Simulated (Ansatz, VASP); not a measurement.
## MgO in VASP and in Ansatz

```
CELL_PARAMETERS angstrom
2.29809 0.00000 0.00000
0.00000 2.29809 0.00000
0.00000 0.00000 3.96789
ATOMIC_POSITIONS crystal
Mg 0.50000 0.50000 0.24807
O 0.50000 0.50000 0.79362
```

Alike in both runs: task single point; functional PBE; k mesh 8 × 8 × 4; occupations gaussian, width 0.1 eV; collinear spin.

```csv
,VASP,Ansatz
version,VASP 6.6.1,Ansatz 0.2.0
potentials or method,"VASP PAW PBE potentials, release 64 (Mg, O), cutoff 520 eV","scalar-relativistic, plane waves, PAW"
valence electrons in the cell,8,16
```

Ansatz gave:

| Quantity | Value |
| --- | --- |
| gap on the k mesh at the Fermi level (eV) | none |
| rms of the force components (eV/Å) | 1.389 |
| net moment per atom (μB) | 0.47 |
| size of the moment on the site where the two differ most (μB) | 0.67 |

Question: Which values does VASP return?

Answer: gap on the k mesh at the Fermi level (eV): none; rms of the force components (eV/Å): 1.402; net moment per atom (μB): 0.00; size of the moment on the site where the two differ most (μB): 0.16.

The net moments are unlike, so the other rows may belong to different states. Site moments also hang on the region over which each program counts them. Atom by atom the forces differ by 0.014 eV/Å (rms over components). A gap of «none» marks a metal or a gap that the smearing closes. VASP's potentials hold 8 valence electrons a cell and Ansatz's 16, so a difference there can come from the potentials and not from the codes.

The k mesh is coarse, so the values compare programs but aren't converged.
